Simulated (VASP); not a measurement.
# AlNi (P4/mmm) in VASP: further runs

AlNi is run at these levels: PBEsol; tasks: single point.

All numbers are computed with VASP 6.6.1; they aren't measurements. Logs are shortened: lines on timing, memory, paths and dates and some standing lists are left out, and cuts for length are marked.

## Step 1: The cell of the first run

It takes space group P4/mmm (No. 123, tetragonal). Conventional cell: a = 2.859 Å, b = 2.859 Å, c = 2.869 Å, α = 90.00°, β = 90.00°, γ = 90.00°. Al (site symmetry 4/mmm) has 8 Ni at 2.48 Å and 6 Al at 2.86 to 2.87 Å within 3.3 Å. Within 3.3 Å of Ni (site symmetry 4/mmm) lie 8 Al at 2.48 Å and 6 Ni at 2.86 to 2.87 Å.

## Step 2: Single point, PBEsol

Contents of INCAR:

```
SYSTEM = AlNi
ALGO = Fast ; EDIFF = 1E-7
ENCUT = 520 ; GGA = PS
ISIF = 2 ; ISMEAR = 0
LASPH = .TRUE. ; LCHARG = .FALSE.
LREAL = .FALSE. ; LWAVE = .FALSE.
NBANDS = 14 ; NELM = 100
PREC = Accurate ; SIGMA = 0.1
```

Contents of KPOINTS:

```
k-points
0
G
  16 16 14
  0 0 0
```

Contents of POSCAR:

```
AlNi
1.0
    2.0213280451     -2.0213497278      0.0000000000
    2.0213280451      2.0213497278      0.0000000000
    0.0000000000      0.0000000000      2.8694088859
Al Ni
1 1
Direct
    0.0000000000      0.0000000000      0.0000000000
    0.5000000000      0.5000000000      0.5000000000
```

Potentials or basis: VASP PAW PBE potentials, release 64 (Al, Ni).

Command:

```console
$ cat potpaw_PBE.64/Al/POTCAR potpaw_PBE.64/Ni/POTCAR > POTCAR
$ mpirun -np 1 vasp_std > vasp.out
```

OUTCAR:

```text
SYSTEM = AlNi
   EDIFF = 1E-7
   ENCUT = 520
   GGA = PS
   ISIF = 2
   ISMEAR = 0
   LASPH = .TRUE.
   LREAL = .FALSE.
   NELM = 100
   PREC = Accurate

 ion  position               nearest neighbor table
   1  0.000  0.000  0.000-   2 2.48   2 2.48   2 2.48   2 2.48   2 2.48   2 2.48   2 2.48   2 2.48

   2  0.500  0.500  0.500-   1 2.48   1 2.48   1 2.48   1 2.48   1 2.48   1 2.48   1 2.48   1 2.48

  LATTYP: Found a base centered orthorhombic cell.
 ALAT       =     4.0426560902
 B/A-ratio  =     1.0000107270
 C/A-ratio  =     0.7097830787

  Lattice vectors:

 A1 = (   2.0213280451,  -2.0213497278,   0.0000000000)
 A2 = (   2.0213280451,   2.0213497278,   0.0000000000)
 A3 = (   0.0000000000,   0.0000000000,   2.8694088859)

Analysis of symmetry for initial positions (statically):
=====================================================================
 Subroutine PRICEL returns:
 Original cell was already a primitive cell.

 Routine SETGRP: Setting up the symmetry group for a
 base centered orthorhombic supercell.

 Subroutine GETGRP returns: Found  8 space group operations
 (whereof  8 operations were pure point group operations)
 out of a pool of  8 trial point group operations.

The static configuration has the point symmetry D_2h.

Analysis of symmetry for dynamics (positions and initial velocities):
=====================================================================
 Subroutine PRICEL returns:
 Original cell was already a primitive cell.

 Routine SETGRP: Setting up the symmetry group for a
 base centered orthorhombic supercell.

 Subroutine GETGRP returns: Found  8 space group operations
 (whereof  8 operations were pure point group operations)
 out of a pool of  8 trial point group operations.

The dynamic configuration has the point symmetry D_2h.

 Subroutine INISYM returns: Found  8 space group operations
 (whereof  8 operations are pure point group operations),
 and found     1 'primitive' translations

----------------------------------------------------------------------------------------

                                     Primitive cell

  volume of cell :      23.4477

  direct lattice vectors                    reciprocal lattice vectors
     2.021328045 -2.021349728  0.000000000     0.247362125 -0.247359471  0.000000000
     2.021328045  2.021349728  0.000000000     0.247362125  0.247359471  0.000000000
     0.000000000  0.000000000  2.869408886     0.000000000  0.000000000  0.348503835

  length of vectors
     2.858604867  2.858604867  2.869408886     0.349820995  0.349820995  0.348503835

  position of ions in fractional coordinates (direct lattice)
     0.000000000  0.000000000  0.000000000
     0.500000000  0.500000000  0.500000000

  ion indices of the primitive-cell ions
   primitive index   ion index
                 1           1
                 2           2

----------------------------------------------------------------------------------------

 KPOINTS: k-points

Automatic generation of k-mesh.
 Grid dimensions read from file:
 generate k-points for:   16   16   14

 Generating k-lattice:

  Cartesian coordinates                     Fractional coordinates (reciprocal lattice)
     0.015460133 -0.015459967  0.000000000     0.062500000 -0.000000000  0.000000000
     0.015460133  0.015459967  0.000000000    -0.000000000  0.062500000  0.000000000
     0.000000000  0.000000000  0.024893131     0.000000000  0.000000000  0.071428571

  Length of vectors
     0.021863812  0.021863812  0.024893131

  Shift w.r.t. Gamma in fractional coordinates (k-lattice)
     0.000000000  0.000000000  0.000000000

 Subroutine IBZKPT returns following result:
 ===========================================

 Found    584 irreducible k-points:

 Following reciprocal coordinates:
            Coordinates               Weight
  0.000000  0.000000  0.000000      1.000000
  0.062500 -0.000000  0.000000      4.000000
  0.125000 -0.000000  0.000000      4.000000
  0.187500 -0.000000  0.000000      4.000000
  0.250000 -0.000000  0.000000      4.000000
  0.312500  0.000000  0.000000      4.000000
[... 16 lines left out ...]
 -0.125000  0.062500  0.000000      4.000000
 -0.062500  0.062500  0.000000      2.000000
 [... further k-points ...]
   k-points           NKPTS =    584   k-points in BZ     NKDIM =    584   number of bands    NBANDS=     14
   number of dos      NEDOS =    301   number of ions     NIONS =      2
   total plane-waves  NPLWV =  13824
   dimension x,y,z NGX =    24 NGY =   24 NGZ =   24
   dimension x,y,z NGXF=    48 NGYF=   48 NGZF=   48
   ions per type =               1   1
   NGX,Y,Z   is equivalent  to a cutoff of  13.96, 13.96, 13.90 a.u.
   NGXF,Y,Z  is equivalent  to a cutoff of  27.92, 27.92, 27.81 a.u.
 SYSTEM =  AlNi
   PREC   = accura    normal or accurate (medium, high low for compatibility)
   ISTART =      0    job   : 0-new  1-cont  2-samecut
   ICHARG =      2    charge: 1-file 2-atom 10-const
   ISPIN  =      1    spin polarized calculation?
   LNONCOLLINEAR =      F non collinear calculations
   LSORBIT =      F    spin-orbit coupling
   LASPH  =      T    aspherical Exc in radial PAW
   ENCUT  =  520.0 eV  38.22 Ry    6.18 a.u.   5.32  5.32  5.34*2*pi/ulx,y,z
   NELM   =    100;   NELMIN=  2; NELMDL= -5     # of ELM steps
   EDIFF  = 0.1E-06   stopping-criterion for ELM
   LREAL  =      F    real-space projection
   EDIFFG = 0.1E-05   stopping-criterion for IOM
   NSW    =      0    number of steps for IOM
   IBRION =     -1    ionic relax: 0-MD 1-quasi-New 2-CG
   NFREE  =      0    steps in history (QN), initial steepest desc. (CG)
   ISIF   =      2    stress and relaxation
   ISYM   =      2    0-nonsym 1-usesym 2-fastsym
   POTIM  = 0.5000    time-step for ionic-motion
   TEBEG  =    0.0;   TEEND  =   0.0 temperature during run
   PSTRESS=    0.0 pullay stress
   NELECT =      13.0000    total number of electrons
   NUPDOWN=      -1.0000    fix difference up-down
   EMIN   =  10.00;   EMAX   =-10.00  energy-range for DOS
   EFERMI =   0.00;   METHOD = LEGACY
   ISMEAR =     0;   SIGMA  =   0.10  broadening in eV -4-tet -1-fermi 0-gaus
   EFERMI_NEDOS =   21; number of points for ismear=-14 and -15
   IALGO  =     68    algorithm
   IMIX   =      4    mixing-type and parameters
     AMIX     =   0.40;   BMIX     =  1.00
     AMIX_MAG =   1.60;   BMIX_MAG =  1.00
  volume/ion in A,a.u.               =      11.72        79.12
  Fermi-wavevector in a.u.,A,eV,Ry     =   1.344897  2.541487 24.609513  1.808748
  Thomas-Fermi vector in A             =   2.472854
   LORBIT       =      0    0 simple, 1 ext, 2 COOP (PROOUT), +10 PAW based schemes
   GGA     = PS    functional components
   LHFCALC =     F    Hartree Fock is set to
   AEXX    =    0.0000 exact exchange contribution
   IVDW    =     0    specifies the selected vdW correction
   LEPSILON=     F    determine dielectric tensor
   LRPA    =     F    only Hartree local field effects (RPA)
 non-spin polarized calculation
 RMM-DIIS sequential band-by-band and
 Gauss-broadening in eV      SIGMA  =   0.10
  energy-cutoff  :      520.00
  volume of cell :       23.45
 maximum number of plane-waves:       653
 NGX is ok and might be reduce to    24
   NGX = 11   NGY = 11   NGZ = 11

 number of electron      13.0000011 magnetization

 Free energy of the ion-electron system (eV)
  ---------------------------------------------------
  ext. energy  EPLUGINS =         0.00000000
  ---------------------------------------------------
  free energy    TOTEN  =       -11.58886426 eV

  energy without entropy =      -11.58529194  energy(sigma->0) =      -11.58707810

 E-fermi :  10.1472     XC(G=0): -12.2616

 val. band max:       10.1305855595   @ k =  -0.2500   0.0625   0.3571
 cond. band min:      10.1626598723   @ k =  -0.4375   0.3125   0.5000
 fundamental gap:      0.0320743128
 Fermi energy:        10.1471539517

 k-point     1 :       0.0000    0.0000    0.0000
  band No.  band energies     occupation
      1      -1.1174      2.00000
      2       6.8275      2.00000
      3       6.8285      2.00000
      4       8.5747      2.00000
      5       8.5747      2.00000
      6       8.5836      2.00000
      7      15.6471      0.00000
      8      15.7837      0.00000
      9      15.7838      0.00000
     10      18.3524      0.00000
     11      18.3834      0.00000
     12      24.2419      0.00000
     13      31.2578      0.00000
     14      31.3025      0.00000

 k-point     2 :       0.0625   -0.0000    0.0000
  band No.  band energies     occupation
      1      -1.0442      2.00000
      2       6.8240      2.00000
      3       6.8454      2.00000
      4       8.5417      2.00000
      5       8.5512      2.00000
      6       8.5782      2.00000
      7      14.9757      0.00000
      8      15.7444      0.00000
      9      15.8804      0.00000
     10      18.3631      0.00000
     11      19.1103      0.00000
     12      24.4968      0.00000
     13      30.3807      0.00000
     14      30.4795      0.00000

 k-point     3 :       0.1250   -0.0000    0.0000
  band No.  band energies     occupation
      1      -0.8255      2.00000
      2       6.7974      2.00000
      3       6.8960      2.00000
      4       8.4505      2.00000
      5       8.4618      2.00000
      6       8.5882      2.00000
      7      13.5732      0.00000
      8      16.0288      0.00000
      9      16.1629      0.00000
     10      18.3733      0.00000
     11      20.2590      0.00000
     12      25.3020      0.00000
     13      28.8687      0.00000
     14      28.9750      0.00000
[... 324 lines left out ...]
 k-point    23 :      -0.1250    0.0625    0.0000
  band No.  band energies     occupation
      1      -0.7530      2.00000
      2       6.8142      2.00000
      3       6.8977      2.00000
      4       8.4236      2.00000
      5       8.4526      2.00000
      6       8.5582      2.00000
      7      13.6292      0.00000
      8      15.3635      0.00000
      9      16.1242      0.00000
     10      18.8758      0.00000
     11      20.5909      0.00000
     12      25.4838      0.00000
     13      28.0429      0.00000
     14      28.9075      0.00000

 k-point    24 :      -0.0625    0.0625    0.0000
  band No.  band energies     occupation
      1      -0.9712      2.00000
      2       6.8327      2.00000
      3       6.8514      2.00000
      4       8.5172      2.00000
      5       8.5371      2.00000
      6       8.5537      2.00000
      7      14.9012      0.00000
      8      15.2402      0.00000
      9      15.8411      0.00000
     10      18.7295      0.00000
     11      19.5024      0.00000
     12      24.7324      0.00000
     13      29.5592      0.00000
     14      30.3340      0.00000

 [... further k-points ...]
[... 5 lines left out ...]
  --------------------------------------------------------------------------------------
  -------------------------------------------------------------------------------------
  Total        0.0187993      0.0183955      0.0191038     -0.0000000      0.0000000      0.0000000
  in kB        1.2845530      1.2569593      1.3053595     -0.0000000      0.0000000      0.0000000
  external PRESSURE =       1.2822906 kB  Pullay stress =       0.0000000 kB

 VOLUME and BASIS-vectors are now :
 -----------------------------------------------------------------------------
  energy-cutoff  :      520.00
  volume of cell :       23.45
      direct lattice vectors                 reciprocal lattice vectors
     2.021328045 -2.021349728  0.000000000     0.247362125 -0.247359471  0.000000000
     2.021328045  2.021349728  0.000000000     0.247362125  0.247359471  0.000000000
     0.000000000  0.000000000  2.869408886     0.000000000  0.000000000  0.348503835

 POSITION                                       TOTAL-FORCE (eV/Angst)
 -----------------------------------------------------------------------------------
      0.00000      0.00000      0.00000         0.000000      0.000000      0.000000
      2.02133      0.00000      1.43470        -0.000000      0.000000      0.000000
 -----------------------------------------------------------------------------------
    total drift:                                0.000000     -0.000000     -0.000000

  FREE ENERGIE OF THE ION-ELECTRON SYSTEM (eV)
  ---------------------------------------------------
  free  energy   TOTEN  =       -11.5888642645 eV

  energy  without entropy=      -11.5852919448  energy(sigma->0) =      -11.58707810
```

Wall time 83 s (1 thread of Intel Xeon 6975P-C (Granite Rapids), shared host); peak memory 0.3 GiB.

What came out:

```
Free energy : -11.5889 eV
Pressure    : 0.1 GPa
```

Levels at points of the mesh, in eV from the Fermi level:
```tsv
k point	band 3	band 4	band 5	band 6	band 7	band 8	band 9	band 10	band 11	band 12
(0.00, 0.00, 0.00)	-3.32	-1.57	-1.57	-1.56	5.50	5.64	5.64	8.21	8.24	14.09
(0.50, 0.00, 0.00)	-2.83	-2.31	-2.29	-1.48	-0.64	8.33	10.02	10.15	11.05	11.16
(0.50, 0.50, 0.00)	-2.90	-2.90	-2.13	-2.13	-1.02	1.53	2.63	12.45	15.24	15.24
(0.00, 0.00, 0.50)	-2.83	-2.29	-2.29	-1.47	-0.66	8.33	10.13	10.13	11.12	11.12
(0.50, 0.00, 0.50)	-2.94	-2.92	-2.12	-2.11	-1.03	1.50	2.59	12.55	15.30	15.34
(0.50, 0.50, 0.50)	-4.18	-1.00	-0.99	1.97	1.98	1.98	3.91	4.56	4.56	4.60
```

Caveat: the PAW data sets were made with another functional, which shifts forces and pressure a little.

## Step 3: Single point, PBEsol

Contents of INCAR:

```
SYSTEM = AlNi
ALGO = Fast
EDIFF = 1E-6
ENCUT = 520
GGA = PS
ISIF = 2
ISMEAR = -1
LASPH = .TRUE.
LCHARG = .FALSE.
LREAL = .FALSE.
LWAVE = .FALSE.
NBANDS = 14
NELM = 60
PREC = Accurate
SIGMA = 0.15
```

KPOINTS is that of step 2.

Contents of POSCAR:

```
AlNi
1.0
    2.0240845335     -2.0240834526      0.0000000000
    2.0240845335      2.0240834526      0.0000000000
    0.0000000000      0.0000000000      2.8647504677
Al Ni
1 1
Direct
    0.0000000000      0.0000000000      0.0000000000
    0.5000000000      0.5000000000      0.5000000000
```

Potentials or basis: VASP PAW PBE potentials, release 64 (Al, Ni).

Command:

```console
$ cat potpaw_PBE.64/Al/POTCAR potpaw_PBE.64/Ni/POTCAR > POTCAR
$ mpirun -np 1 vasp_std > vasp.out
```

Wall time 1.7 min (1 thread of Intel Xeon Platinum 8488C (Sapphire Rapids), shared host); peak memory 0.24 GiB.

Results (log left out):

```
Free energy : -11.6170 eV
Pressure    : -0.2 GPa
```

Levels at points of the mesh, in eV from the Fermi level:
| k point | band 4 | band 5 | band 6 | band 7 | band 8 | band 9 | band 10 | band 11 |
| --- | --- | --- | --- | --- | --- | --- | --- | --- |
| (0.00, 0.00, 0.00) | -1.61 | -1.61 | -1.61 | 5.54 | 5.56 | 5.56 | 8.18 | 8.19 |
| (0.50, 0.00, 0.00) | -2.34 | -2.33 | -1.52 | -0.69 | 8.30 | 10.04 | 10.07 | 11.05 |
| (0.50, 0.50, 0.00) | -2.95 | -2.16 | -2.16 | -1.07 | 1.47 | 2.57 | 12.46 | 15.24 |
| (0.00, 0.00, 0.50) | -2.33 | -2.33 | -1.52 | -0.69 | 8.30 | 10.07 | 10.07 | 11.07 |
| (0.50, 0.00, 0.50) | -2.95 | -2.16 | -2.16 | -1.07 | 1.46 | 2.56 | 12.48 | 15.26 |
| (0.50, 0.50, 0.50) | -1.04 | -1.04 | 1.94 | 1.94 | 1.94 | 3.87 | 4.53 | 4.53 |

Caveat: the PAW data sets were made with another functional, which shifts forces and pressure a little.
